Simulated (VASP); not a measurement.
# Ta (P6_3/mmc) in VASP: notebook

Ta is run at these levels: LDA; tasks: single point, relaxation of cell and atoms.

Everything below comes from runs of VASP 6.6.1. Logs are shortened: lines on timing, memory, paths and dates and some standing lists are left out, and cuts for length are marked.

### Step 1. The cell of the first run

Symmetry: P6_3/mmc, No. 194, hexagonal system. The conventional cell has a = 2.826 Å, b = 2.826 Å, c = 5.063 Å, α = 90.00°, β = 90.00°, γ = 120.00°. Within 3.7 Å of Ta (site symmetry -6m2) lie 12 Ta at 2.83 to 3.01 Å.

This isn't the form of Ta at room conditions, which is bcc.

### Step 2. Single point, LDA

INCAR reads:

```
PREC = Accurate
ENCUT = 500
EDIFF = 1E-6
ISMEAR = 0
SIGMA = 0.1
LREAL = F
LASPH = T
NELM = 120
ALGO = Normal
ISIF = 2
LWAVE = F
LCHARG = F
GGA = CA
NBANDS = 20
GGA_COMPAT = F
```

KPOINTS reads:

```
Automatic mesh
0
Gamma
  11 11 5
```

POSCAR reads:

```
Ta
1.0
    2.8262634934      0.0000000000      0.0000000000
   -1.4131317467      2.4476159831      0.0000000000
    0.0000000000      0.0000000000      5.0626484351
Ta
2
Direct
    0.6666666667      0.3333333333      0.7500000000
    0.3333333333      0.6666666667      0.2500000000
```

Potentials or basis: VASP PAW LDA potentials, release 64 (Ta_sv_GW).

The run is started by

```
$ cat potpaw_LDA.64/Ta_sv_GW/POTCAR > POTCAR
$ mpirun -np 1 vasp_std > vasp.out
```

OUTCAR:

```text
PREC = Accurate
   ENCUT = 500
   EDIFF = 1E-6
   ISMEAR = 0
   LREAL = F
   LASPH = T
   NELM = 120
   ISIF = 2
   GGA = CA

 ion  position               nearest neighbor table
   1  0.667  0.333  0.750-   2 3.01   2 3.01   2 3.01   2 3.01   2 3.01   2 3.01
   2  0.333  0.667  0.250-   1 3.01   1 3.01   1 3.01   1 3.01   1 3.01   1 3.01

  LATTYP: Found a hexagonal cell.
 ALAT       =     2.8262634934
 C/A-ratio  =     1.7912867809

  Lattice vectors:

 A1 = (   2.8262634934,   0.0000000000,   0.0000000000)
 A2 = (  -1.4131317467,   2.4476159831,   0.0000000000)
 A3 = (   0.0000000000,   0.0000000000,   5.0626484351)

Analysis of symmetry for initial positions (statically):
=====================================================================
 Subroutine PRICEL returns:
 Original cell was already a primitive cell.

 Routine SETGRP: Setting up the symmetry group for a
 hexagonal supercell.

 Subroutine GETGRP returns: Found 24 space group operations
 (whereof 12 operations were pure point group operations)
 out of a pool of 24 trial point group operations.

The static configuration has the point symmetry D_3d.
 The point group associated with its full space group is D_6h.

Analysis of symmetry for dynamics (positions and initial velocities):
=====================================================================
 Subroutine PRICEL returns:
 Original cell was already a primitive cell.

 Routine SETGRP: Setting up the symmetry group for a
 hexagonal supercell.

 Subroutine GETGRP returns: Found 24 space group operations
 (whereof 12 operations were pure point group operations)
 out of a pool of 24 trial point group operations.

The dynamic configuration has the point symmetry D_3d.
 The point group associated with its full space group is D_6h.

 Subroutine INISYM returns: Found 24 space group operations
 (whereof 12 operations are pure point group operations),
 and found     1 'primitive' translations

----------------------------------------------------------------------------------------

                                     Primitive cell

  volume of cell :      35.0214

  direct lattice vectors                    reciprocal lattice vectors
     2.826263493  0.000000000  0.000000000     0.353824052  0.204280411  0.000000000
    -1.413131747  2.447615983  0.000000000     0.000000000  0.408560823  0.000000000
     0.000000000  0.000000000  5.062648435     0.000000000  0.000000000  0.197525073

  length of vectors
     2.826263493  2.826263493  5.062648435     0.408560823  0.408560823  0.197525073

  position of ions in fractional coordinates (direct lattice)
     0.666666667  0.333333333  0.750000000
     0.333333333  0.666666667  0.250000000

  ion indices of the primitive-cell ions
   primitive index   ion index
                 1           1
                 2           2

----------------------------------------------------------------------------------------

 KPOINTS: Automatic mesh

Automatic generation of k-mesh.
 Grid dimensions read from file:
 generate k-points for:   11   11    5

 Generating k-lattice:

  Cartesian coordinates                     Fractional coordinates (reciprocal lattice)
     0.032165823  0.018570946  0.000000000     0.090909091  0.000000000  0.000000000
     0.000000000  0.037141893  0.000000000     0.000000000  0.090909091  0.000000000
     0.000000000  0.000000000  0.039505015     0.000000000  0.000000000  0.200000000

  Length of vectors
     0.037141893  0.037141893  0.039505015

  Shift w.r.t. Gamma in fractional coordinates (k-lattice)
     0.000000000  0.000000000  0.000000000

 Subroutine IBZKPT returns following result:
 ===========================================

 Found     48 irreducible k-points:

 Following reciprocal coordinates:
            Coordinates               Weight
  0.000000  0.000000  0.000000      1.000000
  0.090909 -0.000000  0.000000      6.000000
  0.181818 -0.000000  0.000000      6.000000
  0.272727  0.000000  0.000000      6.000000
  0.363636  0.000000  0.000000      6.000000
  0.454545 -0.000000  0.000000      6.000000
[... 16 lines left out ...]
  0.090909  0.090909  0.200000     12.000000
  0.181818  0.090909  0.200000     24.000000
 [... further k-points ...]
   k-points           NKPTS =     48   k-points in BZ     NKDIM =     48   number of bands    NBANDS=     20
   number of dos      NEDOS =    301   number of ions     NIONS =      2
   total plane-waves  NPLWV =  23040
   dimension x,y,z NGX =    24 NGY =   24 NGZ =   40
   dimension x,y,z NGXF=    48 NGYF=   48 NGZF=   80
   ions per type =               2
   NGX,Y,Z   is equivalent  to a cutoff of  14.12, 14.12, 13.14 a.u.
   NGXF,Y,Z  is equivalent  to a cutoff of  28.23, 28.23, 26.27 a.u.
 SYSTEM =  unknown system
   PREC   = accura    normal or accurate (medium, high low for compatibility)
   ISTART =      0    job   : 0-new  1-cont  2-samecut
   ICHARG =      2    charge: 1-file 2-atom 10-const
   ISPIN  =      1    spin polarized calculation?
   LNONCOLLINEAR =      F non collinear calculations
   LSORBIT =      F    spin-orbit coupling
   LASPH  =      T    aspherical Exc in radial PAW
   ENCUT  =  500.0 eV  36.75 Ry    6.06 a.u.   5.15  5.15  9.23*2*pi/ulx,y,z
   NELM   =    120;   NELMIN=  2; NELMDL= -5     # of ELM steps
   EDIFF  = 0.1E-05   stopping-criterion for ELM
   LREAL  =      F    real-space projection
   EDIFFG = 0.1E-04   stopping-criterion for IOM
   NSW    =      0    number of steps for IOM
   IBRION =     -1    ionic relax: 0-MD 1-quasi-New 2-CG
   NFREE  =      0    steps in history (QN), initial steepest desc. (CG)
   ISIF   =      2    stress and relaxation
   ISYM   =      2    0-nonsym 1-usesym 2-fastsym
   POTIM  = 0.5000    time-step for ionic-motion
   TEBEG  =    0.0;   TEEND  =   0.0 temperature during run
   PSTRESS=    0.0 pullay stress
   NELECT =      26.0000    total number of electrons
   NUPDOWN=      -1.0000    fix difference up-down
   EMIN   =  10.00;   EMAX   =-10.00  energy-range for DOS
   EFERMI =   0.00;   METHOD = LEGACY
   ISMEAR =     0;   SIGMA  =   0.10  broadening in eV -4-tet -1-fermi 0-gaus
   EFERMI_NEDOS =   21; number of points for ismear=-14 and -15
   IALGO  =     38    algorithm
   IMIX   =      4    mixing-type and parameters
     AMIX     =   0.40;   BMIX     =  1.00
     AMIX_MAG =   1.60;   BMIX_MAG =  1.00
  volume/ion in A,a.u.               =      17.51       118.17
  Fermi-wavevector in a.u.,A,eV,Ry     =   1.482364  2.801261 29.897463  2.197402
  Thomas-Fermi vector in A             =   2.596159
   LORBIT       =      0    0 simple, 1 ext, 2 COOP (PROOUT), +10 PAW based schemes
   GGA     = CA    functional components
   LHFCALC =     F    Hartree Fock is set to
   AEXX    =    0.0000 exact exchange contribution
   IVDW    =     0    specifies the selected vdW correction
   LEPSILON=     F    determine dielectric tensor
   LRPA    =     F    only Hartree local field effects (RPA)
 non-spin polarized calculation
 Gauss-broadening in eV      SIGMA  =   0.10
  energy-cutoff  :      500.00
  volume of cell :       35.02
 maximum number of plane-waves:       899
 NGX is ok and might be reduce to    24
   NGX = 11   NGY = 11   NGZ = 19

 number of electron      25.9999995 magnetization

 Free energy of the ion-electron system (eV)
  ---------------------------------------------------
  ext. energy  EPLUGINS =         0.00000000
  ---------------------------------------------------
  free energy    TOTEN  =       -30.03849854 eV

  energy without entropy =      -30.02960056  energy(sigma->0) =      -30.03404955

 E-fermi :  11.0225     XC(G=0): -13.4102

 val. band max:       11.0224268447   @ k =   0.3636   0.1818   0.0000
 cond. band min:      11.0510705371   @ k =   0.2727   0.1818   0.2000
 fundamental gap:      0.0286436924
 Fermi energy:        11.0225354324

 k-point     1 :       0.0000    0.0000    0.0000
  band No.  band energies     occupation
      1     -56.1095      2.00000
      2     -56.0273      2.00000
      3     -23.3888      2.00000
      4     -22.3487      2.00000
      5     -22.2003      2.00000
      6     -22.2003      2.00000
[... 12 lines left out ...]
     19      16.4975      0.00000
     20      16.4975      0.00000

 k-point     2 :       0.0909   -0.0000    0.0000
  band No.  band energies     occupation
      1     -56.0985      2.00000
      2     -56.0193      2.00000
      3     -23.3550      2.00000
      4     -22.3525      2.00000
      5     -22.3117      2.00000
      6     -22.2305      2.00000
[... 12 lines left out ...]
     19      16.6375      0.00000
     20      17.2337      0.00000

 k-point     3 :       0.1818   -0.0000    0.0000
  band No.  band energies     occupation
      1     -56.0686      2.00000
      2     -55.9978      2.00000
      3     -23.2600      2.00000
      4     -22.6057      2.00000
      5     -22.5053      2.00000
      6     -22.3650      2.00000
[... 12 lines left out ...]
     19      16.8492      0.00000
     20      18.6785      0.00000

 k-point     4 :       0.2727    0.0000    0.0000
  band No.  band energies     occupation
      1     -56.0282      2.00000
      2     -55.9705      2.00000
      3     -23.1222      2.00000
      4     -22.9797      2.00000
      5     -22.8672      2.00000
      6     -22.4053      2.00000
[... 12 lines left out ...]
     19      16.9491      0.00000
     20      19.6737      0.00000

 k-point     5 :       0.3636    0.0000    0.0000
  band No.  band energies     occupation
      1     -55.9892      2.00000
      2     -55.9471      2.00000
      3     -23.3120      2.00000
      4     -23.1816      2.00000
      5     -22.9712      2.00000
      6     -22.4915      2.00000
[... 12 lines left out ...]
     19      16.9516      0.00000
     20      19.4066      0.00000
[... 353 lines left out ...]
      6     -22.4750      2.00000
[... 12 lines left out ...]
     19      17.0241      0.00000
     20      18.4575      0.00000

 k-point    22 :       0.4545   -0.0000    0.2000
  band No.  band energies     occupation
      1     -55.9612      2.00000
      2     -55.9378      2.00000
      3     -23.5190      2.00000
      4     -23.4007      2.00000
      5     -22.7903      2.00000
      6     -22.5242      2.00000
[... 12 lines left out ...]
     19      18.0928      0.00000
     20      18.4917      0.00000

 k-point    23 :       0.0909    0.0909    0.2000
  band No.  band energies     occupation
      1     -56.0710      2.00000
      2     -56.0115      2.00000
      3     -23.2139      2.00000
      4     -22.5224      2.00000
      5     -22.4793      2.00000
      6     -22.3711      2.00000
[... 12 lines left out ...]
     19      16.4656      0.00000
     20      17.5192      0.00000

 k-point    24 :       0.1818    0.0909    0.2000
  band No.  band energies     occupation
      1     -56.0369      2.00000
      2     -55.9861      2.00000
      3     -23.1331      2.00000
      4     -22.7980      2.00000
      5     -22.7498      2.00000
      6     -22.4364      2.00000
[... 12 lines left out ...]
     19      16.3844      0.00000
     20      18.2662      0.00000

 [... further k-points ...]

------------------------ aborting loop because EDIFF is reached ----------------------------------------

  FORCE on cell =-STRESS in cart. coord.  units (eV):
  Direction    XX          YY          ZZ          XY          YZ          ZX
  --------------------------------------------------------------------------------------
  -------------------------------------------------------------------------------------
  Total        0.3350266      0.3350266      0.3411155      0.0000000      0.0000000      0.0000000
  in kB       15.3269656     15.3269656     15.6055216      0.0000000      0.0000000      0.0000000
  external PRESSURE =      15.4198176 kB  Pullay stress =       0.0000000 kB

 VOLUME and BASIS-vectors are now :
 -----------------------------------------------------------------------------
  energy-cutoff  :      500.00
  volume of cell :       35.02
      direct lattice vectors                 reciprocal lattice vectors
     2.826263493  0.000000000  0.000000000     0.353824052  0.204280411  0.000000000
    -1.413131747  2.447615983  0.000000000     0.000000000  0.408560823  0.000000000
     0.000000000  0.000000000  5.062648435     0.000000000  0.000000000  0.197525073

 POSITION                                       TOTAL-FORCE (eV/Angst)
 -----------------------------------------------------------------------------------
      1.41313      0.81587      3.79699         0.000000      0.000000      0.000000
     -0.00000      1.63174      1.26566        -0.000000     -0.000000      0.000000
 -----------------------------------------------------------------------------------
    total drift:                               -0.000000      0.000000     -0.000000

  FREE ENERGIE OF THE ION-ELECTRON SYSTEM (eV)
  ---------------------------------------------------
  free  energy   TOTEN  =       -30.0384985394 eV

  energy  without entropy=      -30.0296005590  energy(sigma->0) =      -30.03404955
```

It took 17 s on 1 thread of Intel Xeon 6975P-C (Granite Rapids), shared host; peak memory 0.16 GiB.

What came out:

```
Free energy            : -30.0385 eV
Pressure               : 1.5 GPa
Band gap on the k mesh : zero (bands 13 and 14 overlap by 1.82 eV)
```

Caveat: spin-orbit coupling is left out, which moves the levels of the heavy elements.

### Step 3. Relaxation of cell and atoms, LDA

This run uses another cell than the first one, of 18.82 Å³/atom.

INCAR reads:

```
PREC     = Accurate       # precision mode
ENCUT    = 500            # plane-wave cutoff, eV
EDIFF    = 1E-7           # SCF threshold, eV
ISMEAR   = 0              # smearing method
SIGMA    = 0.1            # smearing width, eV
LREAL    = F              # projectors in reciprocal space
LASPH    = T              # aspherical terms in the spheres
NELM     = 120            # most SCF steps
ALGO     = Normal         # electronic algorithm
ISIF     = 3              # what is computed and relaxed
LWAVE    = F              # write WAVECAR
LCHARG   = F              # write CHGCAR
IBRION   = 2              # ionic algorithm
NSW      = 80             # ionic steps
EDIFFG   = -0.005         # ionic threshold
GGA_COMPAT= F            
NELMIN   = 4
```

KPOINTS is that of step 2.

POSCAR reads:

```
Ta
1.0
    2.9003720000      0.0000000000      0.0000000000
   -1.4501860000      2.5117958324      0.0000000000
    0.0000000000      0.0000000000      5.1662740000
Ta
2
Direct
    0.6666670000      0.3333330000      0.7500000000
    0.3333330000      0.6666670000      0.2500000000
```

Potentials or basis: VASP PAW LDA potentials, release 64 (Ta_sv_GW).

The run is started by

```
$ cat potpaw_LDA.64/Ta_sv_GW/POTCAR > POTCAR
$ mpirun -np 1 vasp_std > vasp.out
```

OUTCAR:

```text
PREC = Accurate
   ENCUT = 500
   EDIFF = 1E-7
   ISMEAR = 0
   LREAL = F
   LASPH = T
   NELM = 120
   ISIF = 3
   IBRION = 2
   NSW = 80
   EDIFFG = -0.005
   NELMIN = 4

 ion  position               nearest neighbor table
   1  0.667  0.333  0.750-   2 3.08   2 3.08   2 3.08   2 3.08   2 3.08   2 3.08
   2  0.333  0.667  0.250-   1 3.08   1 3.08   1 3.08   1 3.08   1 3.08   1 3.08

  LATTYP: Found a hexagonal cell.
 ALAT       =     2.9003720000
 C/A-ratio  =     1.7812453023

  Lattice vectors:

 A1 = (   2.9003720000,   0.0000000000,   0.0000000000)
 A2 = (  -1.4501860000,   2.5117958324,   0.0000000000)
 A3 = (   0.0000000000,   0.0000000000,   5.1662740000)

Analysis of symmetry for initial positions (statically):
[... 434 lines left out ...]
  ---------------------------------------------------
  free energy    TOTEN  =       -30.05288237 eV

  energy without entropy =      -30.04373838  energy(sigma->0) =      -30.04831038

 E-fermi :  10.9137     XC(G=0): -13.3640

 val. band max:       10.8698730393   @ k =   0.1818   0.1818   0.0000
 cond. band min:      10.9202154133   @ k =   0.3636   0.1818   0.0000
 fundamental gap:      0.0503423739
 Fermi energy:        10.9137289011

 k-point     1 :       0.0000    0.0000    0.0000
  band No.  band energies     occupation
      1     -56.2402      2.00000
      2     -56.1614      2.00000
      3     -23.4965      2.00000
      4     -22.4875      2.00000
      5     -22.3373      2.00000
      6     -22.3373      2.00000
[... 457 lines left out ...]
      4     -22.9207      2.00000
      5     -22.8740      2.00000
      6     -22.5707      2.00000
[... 9 lines left out ...]
     16      12.9160      0.00000
     17      14.0822      0.00000

 [... further k-points ...]

------------------------ aborting loop because EDIFF is reached ----------------------------------------

  FORCE on cell =-STRESS in cart. coord.  units (eV):
  Direction    XX          YY          ZZ          XY          YZ          ZX
  --------------------------------------------------------------------------------------
  -------------------------------------------------------------------------------------
  Total       -0.0078170     -0.0078170      0.0030111      0.0000000      0.0000000      0.0000000
  in kB       -0.3546947     -0.3546947      0.1366299      0.0000000      0.0000000      0.0000000
  external PRESSURE =      -0.1909198 kB  Pullay stress =       0.0000000 kB
[... 17 lines left out ...]
  FREE ENERGIE OF THE ION-ELECTRON SYSTEM (eV)
  ---------------------------------------------------
  free  energy   TOTEN  =       -30.0528823714 eV

  energy  without entropy=      -30.0437383822  energy(sigma->0) =      -30.04831038

 reached required accuracy - stopping structural energy minimisation
```

It took 3.5 min on 1 thread of Intel Xeon Platinum 8259CL at 2.50GHz (Skylake/Cascade Lake), shared host; peak memory 0.17 GiB.

Results:

| Item | Value |
| --- | --- |
| Free energy | -30.0529 eV |
| Relaxed volume | 17.65 Å³/atom |
| Relaxed cell | a = 2.833 Å, b = 2.833 Å, c = 5.079 Å, α = 90.00°, β = 90.00°, γ = 120.00° |
| Space group after relaxing (to 0.1 Å) | P6_3/mmc (No. 194) |
| Energy gained by relaxing | 48.9 meV/atom |
| Ionic steps | 8 |
| Pressure after relaxing | 0.0 GPa |
| Band gap on the k mesh | zero (bands 13 and 14 overlap by 1.79 eV) |

The path:
```csv
step,energy change (eV),largest force (eV/Å),pressure (GPa),volume (Å³)
1,0.0000,0.0000,-12.53,37.64
2,0.5691,0.0000,45.61,30.17
3,-0.0971,0.0000,-1.09,35.48
4,-0.0977,0.0000,-0.13,35.33
5,-0.0977,0.0000,0.09,35.28
6,-0.0977,0.0000,-0.10,35.32
7,-0.0977,0.0000,-0.05,35.31
8,-0.0977,0.0000,-0.02,35.31
```

Final structure:
```xyz
2
Lattice="2.8333 0.0000 0.0000 -1.4167 2.4537 0.0000 0.0000 0.0000 5.0789" Properties=species:S:1:pos:R:3 pbc="T T T"
Ta    1.4167    0.8179    3.8091
Ta    0.0000    1.6358    1.2697
```

Caveat: spin-orbit coupling is left out, which moves the levels of the heavy elements.

The gap in the log of VASP goes by the Fermi energy; the results here count the filled bands.